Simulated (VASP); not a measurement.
# SrCl2 (R3m) in VASP: notebook

The runs below take SrCl2 through single point, with PBE, LDA, r2SCAN.

Program: VASP 6.6.1. These are calculated values, not measurements. Logs are shortened: lines on timing, memory, paths and dates and some standing lists are left out, and cuts for length are marked.

**1. The cell of the first run**

It takes space group R3m (No. 160, trigonal). Conventional cell: a = 4.171 Å, b = 4.171 Å, c = 18.405 Å, α = 90.00°, β = 90.00°, γ = 120.00°. Sr (site symmetry 3m) has 6 Cl at 2.92 Å within 3.8 Å. Within 3.8 Å of Cl (site symmetry 3m) lie 3 Sr at 2.92 Å and 4 Cl at 3.30 to 3.72 Å. Within 3.8 Å of Cl (site symmetry 3m) lie 3 Sr at 2.92 Å and 4 Cl at 3.30 to 3.72 Å.

**2. Single point, PBE**

INCAR

```
ALGO = Normal ; EDIFF = 1E-7
ENCUT = 520 ; GGA = PE
ISIF = 2 ; ISMEAR = 0
LASPH = T ; LCHARG = T
LELF = T ; LREAL = F
LVHAR = T ; LWAVE = F
NBANDS = 19 ; NELM = 100
PREC = Accurate ; SIGMA = 0.01
```

KPOINTS

```
k-points
0
Gamma
  4 4 4
```

POSCAR

```
SrCl2
1.0
    2.0857437684      1.2042047261      6.1350482706
   -2.0857437684      1.2042047261      6.1350482706
    0.0000000000     -2.4084094522      6.1350482706
Sr Cl
1 2
Direct
    0.0002014275      0.0002014275      0.0002014275
    0.4227725672      0.4227725672      0.4227725672
    0.2436926722      0.2436926722      0.2436926722
```

Potentials or basis: VASP PAW PBE potentials, release 64 (Sr_sv, Cl).

Command:

```console
cat potpaw_PBE.64/Sr_sv/POTCAR potpaw_PBE.64/Cl/POTCAR > POTCAR
mpirun -np 1 vasp_std > vasp.out
```

OUTCAR:

```text
EDIFF = 1E-7
   ENCUT = 520
   GGA = PE
   ISIF = 2
   ISMEAR = 0
   LASPH = T
   LREAL = F
   NELM = 100
   PREC = Accurate

 ion  position               nearest neighbor table
   1  0.000  0.000  0.000-   2 2.92   2 2.92   2 2.92   3 2.92   3 2.92   3 2.92
   2  0.423  0.423  0.423-   1 2.92   1 2.92   1 2.92
   3  0.244  0.244  0.244-   1 2.92   1 2.92   1 2.92

  LATTYP: Found a trigonal (rhomboedric) cell.
 ALAT       =     6.5908461803
 COS(alpha) =     0.7997052560

  Lattice vectors:

 A1 = (   2.0857437684,   1.2042047261,   6.1350482706)
 A2 = (  -2.0857437684,   1.2042047261,   6.1350482706)
 A3 = (   0.0000000000,  -2.4084094522,   6.1350482706)

Analysis of symmetry for initial positions (statically):
=====================================================================
 Subroutine PRICEL returns:
 Original cell was already a primitive cell.

 Routine SETGRP: Setting up the symmetry group for a
 trigonal (rhombohedral) supercell.

 Subroutine GETGRP returns: Found  6 space group operations
 (whereof  6 operations were pure point group operations)
 out of a pool of 12 trial point group operations.

The static configuration has the point symmetry C_3v.

Analysis of symmetry for dynamics (positions and initial velocities):
=====================================================================
 Subroutine PRICEL returns:
 Original cell was already a primitive cell.

 Routine SETGRP: Setting up the symmetry group for a
 trigonal (rhombohedral) supercell.

 Subroutine GETGRP returns: Found  6 space group operations
 (whereof  6 operations were pure point group operations)
 out of a pool of 12 trial point group operations.

The dynamic configuration has the point symmetry C_3v.

 Subroutine INISYM returns: Found  6 space group operations
 (whereof  6 operations are pure point group operations),
 and found     1 'primitive' translations

----------------------------------------------------------------------------------------

                                     Primitive cell

  volume of cell :      92.4550

  direct lattice vectors                    reciprocal lattice vectors
     2.085743768  1.204204726  6.135048271     0.239722639  0.138403930  0.054332634
    -2.085743768  1.204204726  6.135048271    -0.239722639  0.138403930  0.054332634
     0.000000000 -2.408409452  6.135048271     0.000000000 -0.276807860  0.054332634

  length of vectors
     6.590846180  6.590846180  6.590846180     0.282089749  0.282089749  0.282089749

  position of ions in fractional coordinates (direct lattice)
     0.000201428  0.000201428  0.000201428
     0.422772567  0.422772567  0.422772567
     0.243692672  0.243692672  0.243692672

  ion indices of the primitive-cell ions
   primitive index   ion index
                 1           1
                 2           2
                 3           3

----------------------------------------------------------------------------------------

 KPOINTS: k-points

Automatic generation of k-mesh.
 Grid dimensions read from file:
 generate k-points for:    4    4    4

 Generating k-lattice:

  Cartesian coordinates                     Fractional coordinates (reciprocal lattice)
     0.059930660  0.034600983  0.013583159     0.250000000  0.000000000  0.000000000
    -0.059930660  0.034600983  0.013583159     0.000000000  0.250000000  0.000000000
     0.000000000 -0.069201965  0.013583159     0.000000000  0.000000000  0.250000000

  Length of vectors
     0.070522437  0.070522437  0.070522437

  Shift w.r.t. Gamma in fractional coordinates (k-lattice)
     0.000000000  0.000000000  0.000000000

 Subroutine IBZKPT returns following result:
 ===========================================

 Found     13 irreducible k-points:

 Following reciprocal coordinates:
            Coordinates               Weight
  0.000000  0.000000  0.000000      1.000000
  0.250000  0.000000 -0.000000      6.000000
  0.500000  0.000000 -0.000000      3.000000
  0.250000  0.250000 -0.000000      6.000000
  0.500000  0.250000 -0.000000     12.000000
 -0.250000  0.250000  0.000000      6.000000
  0.500000  0.500000 -0.000000      3.000000
  0.250000  0.250000  0.250000      2.000000
  0.500000  0.250000  0.250000      6.000000
 -0.250000  0.250000  0.250000      6.000000
  0.500000  0.500000  0.250000      6.000000
 -0.250000  0.500000  0.250000      6.000000
  0.500000  0.500000  0.500000      1.000000
   k-points           NKPTS =     13   k-points in BZ     NKDIM =     13   number of bands    NBANDS=     19
   number of dos      NEDOS =    301   number of ions     NIONS =      3
   total plane-waves  NPLWV = 125000
   dimension x,y,z NGX =    50 NGY =   50 NGZ =   50
   dimension x,y,z NGXF=   100 NGYF=  100 NGZF=  100
   ions per type =               1   2
   NGX,Y,Z   is equivalent  to a cutoff of  12.61, 12.61, 12.61 a.u.
   NGXF,Y,Z  is equivalent  to a cutoff of  25.22, 25.22, 25.22 a.u.
 SYSTEM =  unknown system
   PREC   = accura    normal or accurate (medium, high low for compatibility)
   ISTART =      0    job   : 0-new  1-cont  2-samecut
   ICHARG =      2    charge: 1-file 2-atom 10-const
   ISPIN  =      1    spin polarized calculation?
   LNONCOLLINEAR =      F non collinear calculations
   LSORBIT =      F    spin-orbit coupling
   LASPH  =      T    aspherical Exc in radial PAW
   ENCUT  =  520.0 eV  38.22 Ry    6.18 a.u.  12.25 12.25 12.25*2*pi/ulx,y,z
   NELM   =    100;   NELMIN=  2; NELMDL= -5     # of ELM steps
   EDIFF  = 0.1E-06   stopping-criterion for ELM
   LREAL  =      F    real-space projection
   EDIFFG = 0.1E-05   stopping-criterion for IOM
   NSW    =      0    number of steps for IOM
   IBRION =     -1    ionic relax: 0-MD 1-quasi-New 2-CG
   NFREE  =      0    steps in history (QN), initial steepest desc. (CG)
   ISIF   =      2    stress and relaxation
   ISYM   =      2    0-nonsym 1-usesym 2-fastsym
   POTIM  = 0.5000    time-step for ionic-motion
   TEBEG  =    0.0;   TEEND  =   0.0 temperature during run
   PSTRESS=    0.0 pullay stress
   NELECT =      24.0000    total number of electrons
   NUPDOWN=      -1.0000    fix difference up-down
   EMIN   =  10.00;   EMAX   =-10.00  energy-range for DOS
   EFERMI =   0.00;   METHOD = LEGACY
   ISMEAR =     0;   SIGMA  =   0.01  broadening in eV -4-tet -1-fermi 0-gaus
   EFERMI_NEDOS =   21; number of points for ismear=-14 and -15
   IALGO  =     38    algorithm
   IMIX   =      4    mixing-type and parameters
     AMIX     =   0.40;   BMIX     =  1.00
     AMIX_MAG =   1.60;   BMIX_MAG =  1.00
  volume/ion in A,a.u.               =      30.82       207.97
  Fermi-wavevector in a.u.,A,eV,Ry     =   1.044324  1.973485 14.838673  1.090612
  Thomas-Fermi vector in A             =   2.179071
   LORBIT       =      0    0 simple, 1 ext, 2 COOP (PROOUT), +10 PAW based schemes
   GGA     = PE    functional components
   LHFCALC =     F    Hartree Fock is set to
   AEXX    =    0.0000 exact exchange contribution
   IVDW    =     0    specifies the selected vdW correction
   LEPSILON=     F    determine dielectric tensor
   LRPA    =     F    only Hartree local field effects (RPA)
 non-spin polarized calculation
 Gauss-broadening in eV      SIGMA  =   0.01
  energy-cutoff  :      520.00
  volume of cell :       92.46
 maximum number of plane-waves:      2531
 NGX is ok and might be reduce to    50
   NGX = 25   NGY = 25   NGZ = 25

 number of electron      23.9999999 magnetization

 Free energy of the ion-electron system (eV)
  ---------------------------------------------------
  ext. energy  EPLUGINS =         0.00000000
  ---------------------------------------------------
  free energy    TOTEN  =       -12.16471597 eV

  energy without entropy =      -12.16471597  energy(sigma->0) =      -12.16471597

 E-fermi :  -0.1375     XC(G=0):  -7.8894

 val. band max:       -0.2259079511   @ k =   0.0000   0.0000   0.0000
 cond. band min:       4.1257545694   @ k =   0.0000   0.0000   0.0000
 fundamental gap:      4.3516625205
 Fermi energy:        -0.1375040580

 k-point     1 :       0.0000    0.0000    0.0000
  band No.  band energies     occupation
      1     -33.5290      2.00000
      2     -15.7508      2.00000
      3     -15.5041      2.00000
      4     -15.5041      2.00000
      5     -13.5521      2.00000
      6     -12.7262      2.00000
[... 11 lines left out ...]
     18       6.7632      0.00000
     19       7.7383      0.00000

 k-point     2 :       0.2500    0.0000   -0.0000
  band No.  band energies     occupation
      1     -33.5209      2.00000
      2     -15.7573      2.00000
      3     -15.6456      2.00000
      4     -15.5336      2.00000
      5     -13.2699      2.00000
      6     -12.8755      2.00000
[... 11 lines left out ...]
     18       7.3907      0.00000
     19       9.2679      0.00000

 k-point     3 :       0.5000    0.0000   -0.0000
  band No.  band energies     occupation
      1     -33.5127      2.00000
      2     -15.9646      2.00000
      3     -15.5627      2.00000
      4     -15.5289      2.00000
      5     -13.0409      2.00000
      6     -13.0250      2.00000
[... 11 lines left out ...]
     18       7.9576      0.00000
     19       9.1100      0.00000

 k-point     4 :       0.2500    0.2500   -0.0000
  band No.  band energies     occupation
      1     -33.5209      2.00000
      2     -15.7560      2.00000
      3     -15.6480      2.00000
      4     -15.5337      2.00000
      5     -13.2491      2.00000
      6     -12.8979      2.00000
[... 165 lines left out ...]
     18       7.4391      0.00000
     19       8.7860      0.00000

 k-point    12 :      -0.2500    0.5000    0.2500
  band No.  band energies     occupation
      1     -33.5127      2.00000
      2     -15.9142      2.00000
      3     -15.6186      2.00000
      4     -15.5326      2.00000
      5     -13.1004      2.00000
      6     -12.9590      2.00000
[... 11 lines left out ...]
     18       8.3699      0.00000
     19       9.5059      0.00000

 k-point    13 :       0.5000    0.5000    0.5000
  band No.  band energies     occupation
      1     -33.5290      2.00000
      2     -15.7706      2.00000
      3     -15.5041      2.00000
      4     -15.5041      2.00000
      5     -13.3712      2.00000
      6     -12.9095      2.00000
[... 11 lines left out ...]
     18       6.8528      0.00000
     19       6.8528      0.00000

------------------------ aborting loop because EDIFF is reached ----------------------------------------

  FORCE on cell =-STRESS in cart. coord.  units (eV):
  Direction    XX          YY          ZZ          XY          YZ          ZX
  --------------------------------------------------------------------------------------
  -------------------------------------------------------------------------------------
  Total        0.7635747      0.7635747      0.7265466      0.0000000      0.0000000      0.0000000
  in kB       13.2321860     13.2321860     12.5905166      0.0000000      0.0000000      0.0000000
  external PRESSURE =      13.0182962 kB  Pullay stress =       0.0000000 kB

 VOLUME and BASIS-vectors are now :
 -----------------------------------------------------------------------------
  energy-cutoff  :      520.00
  volume of cell :       92.46
      direct lattice vectors                 reciprocal lattice vectors
     2.085743768  1.204204726  6.135048271     0.239722639  0.138403930  0.054332634
    -2.085743768  1.204204726  6.135048271    -0.239722639  0.138403930  0.054332634
     0.000000000 -2.408409452  6.135048271     0.000000000 -0.276807860  0.054332634

 POSITION                                       TOTAL-FORCE (eV/Angst)
 -----------------------------------------------------------------------------------
      0.00000      0.00000      0.00371         0.000000      0.000000     -0.003605
      0.00000      0.00000      7.78119         0.000000     -0.000000     -0.000598
      0.00000      0.00000      4.48520         0.000000      0.000000      0.004204
 -----------------------------------------------------------------------------------
    total drift:                               -0.000000      0.000000     -0.000071

  FREE ENERGIE OF THE ION-ELECTRON SYSTEM (eV)
  ---------------------------------------------------
  free  energy   TOTEN  =       -12.1647159740 eV

  energy  without entropy=      -12.1647159740  energy(sigma->0) =      -12.16471597
```

Run time: 56 s. Hardware: 1 thread of Intel Xeon Platinum 8375C at 2.90GHz (Ice Lake), shared host; peak memory 0.34 GiB.

Results:

| Quantity | Value |
| --- | --- |
| Free energy | -12.1647 eV |
| Pressure | 1.3 GPa |
| Largest force | 0.004 eV/Å |
| Band gap on the k mesh | 4.35 eV, direct |

Forces on the atoms (eV/Å):
```
Sr   0.000  0.000 -0.004
Cl   0.000  0.000 -0.001
Cl   0.000  0.000  0.004
```

Caveat: the k points lie up to 0.44 Å⁻¹ apart. A k mesh can miss the band edges.

**3. Single point, PBE**

INCAR

```
SYSTEM = SrCl2
ALGO = Normal
EDIFF = 1E-7
ENCUT = 520
GGA = PE
ISIF = 2
ISMEAR = 0
LASPH = .True.
LCHARG = .False.
LREAL = .False.
LWAVE = .False.
NBANDS = 19
NELM = 100
PREC = Accurate
SIGMA = 0.01
```

KPOINTS

```
k-points
0
Gamma
  4 4 4
  0 0 0
```

POSCAR is that of step 2.

Potentials or basis: VASP PAW PBE potentials, release 64 (Sr_sv, Cl).

Command:

```console
cat potpaw_PBE.64/Sr_sv/POTCAR potpaw_PBE.64/Cl/POTCAR > POTCAR
mpirun -np 1 vasp_std > vasp.out
```

Run time: 56 s. Hardware: 1 thread of Intel Xeon Platinum 8375C at 2.90GHz (Ice Lake), shared host; peak memory 0.34 GiB.

It converged, with:

| Item | Value |
| --- | --- |
| Free energy | -12.1647 eV |
| Pressure | 1.3 GPa |
| Largest force | 0.004 eV/Å |
| Band gap on the k mesh | 4.35 eV, direct |

Forces on the atoms (eV/Å):
```
Sr   0.000  0.000 -0.004
Cl   0.000  0.000 -0.001
Cl   0.000  0.000  0.004
```

Levels at points of the mesh, in eV from the valence-band top:
```csv
k point,band 9,band 10,band 11,band 12,band 13,band 14,band 15,band 16
"(0.00, 0.00, 0.00)",-1.20,-1.08,-1.08,0.00,4.35,6.23,6.48,6.48
"(0.50, 0.00, 0.00)",-1.48,-1.41,-1.01,-0.35,4.59,6.84,7.49,8.07
"(0.50, 0.50, 0.00)",-1.46,-1.29,-1.21,-0.65,4.50,6.82,7.49,7.98
"(0.50, 0.50, 0.50)",-1.33,-1.04,-0.93,-0.93,5.15,5.87,6.35,6.35
```

Caveat: the k points lie up to 0.44 Å⁻¹ apart. Expect the measured gap to be larger: semilocal functionals such as PBE lack the derivative discontinuity.

**4. Single point, LDA**

INCAR

```
  PREC = Accurate
  ENCUT = 520
  EDIFF = 1E-6
  ISMEAR = 0
  SIGMA = 0.01
  LREAL = F
  LASPH = T
  NELM = 100
  ALGO = Normal
  ISIF = 2
  LWAVE = F
  LCHARG = F
  NBANDS = 19
```

KPOINTS

```
Automatic mesh
0
Gamma
  4 4 4
```

POSCAR is that of step 3.

Potentials or basis: VASP PAW LDA potentials, release 64 (Sr_sv, Cl).

Command:

```console
cat potpaw_LDA.64/Sr_sv/POTCAR potpaw_LDA.64/Cl/POTCAR > POTCAR
mpirun -np 1 vasp_std > vasp.out
```

It took 42 s on 1 thread of Intel Xeon Platinum 8375C at 2.90GHz (Ice Lake), shared host; peak memory 0.26 GiB.

The run converged. Its results:

```yaml
Free_energy: -13.3010 eV
Pressure: -1.9 GPa
Largest_force: 0.236 eV/Å
Band_gap_on_the_k_mesh: 3.93 eV, direct
```

Forces on the atoms (eV/Å):
```
Sr   0.000  0.000  0.002
Cl   0.000  0.000 -0.236
Cl   0.000  0.000  0.234
```

Stress tensor (GPa, compression positive):
```
-1.82  0.00  0.00
 0.00 -1.82  0.00
 0.00  0.00 -2.04
```

Levels at points of the mesh, in eV from the valence-band top:
```tsv
k point	band 8	band 9	band 10	band 11	band 12	band 13	band 14	band 15	band 16	band 17
(0.00, 0.00, 0.00)	-1.22	-1.22	-1.09	-1.09	0.00	3.93	5.98	6.30	6.30	6.81
(0.50, 0.00, 0.00)	-2.12	-1.51	-1.45	-1.02	-0.36	4.29	6.57	7.24	7.80	7.94
(0.50, 0.50, 0.00)	-2.01	-1.50	-1.31	-1.23	-0.67	4.20	6.56	7.22	7.84	8.12
(0.50, 0.50, 0.50)	-1.36	-1.36	-1.10	-0.94	-0.94	4.76	5.61	6.16	6.16	6.61
```

Caveat: the k points lie up to 0.44 Å⁻¹ apart. A k mesh can miss the band edges.

(Continued in part 2 of 2.)
